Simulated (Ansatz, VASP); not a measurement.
## One calculation of CaSe, two programs

```
Ca Se
1.0
     3.64642    0.00000    0.00000
     0.00000    3.64642    0.00000
     0.00000    0.00000    3.63396
Ca Se
1 1
Direct
  0.00000 0.00000 0.00000
  0.50000 0.50000 0.50000
```

Change from the starting cell: epitaxial_xy strain +0.3%.

Alike in both runs: task single point; functional r2SCAN; k mesh 8 × 8 × 8; no spin polarisation.

|  | VASP | Ansatz |
| --- | --- | --- |
| version | VASP 6.6.1 | Ansatz 0.2.0 |
| potentials or method | VASP PAW PBE potentials, release 64 (Ca_sv, Se) | plane waves, PAW |
| plane-wave cutoff (eV) | 520 | 500 |
| occupations | gaussian, width 0.01 eV | fixed |
| valence electrons in the cell | 16 | 26 |

```tsv
	VASP	Ansatz	Ansatz less VASP
gap on the k mesh at the Fermi level (eV)	1.22	1.21	-0.008
pressure (GPa)	-0.2	-0.4	-0.21
traceless stress, the component that is largest in VASP (GPa)	0.38	0.38	+0.001
```

VASP's potentials were made for PBE, not for r2SCAN. VASP's potentials hold 16 valence electrons a cell and Ansatz's 26, so a difference there can come from the potentials and not from the codes.
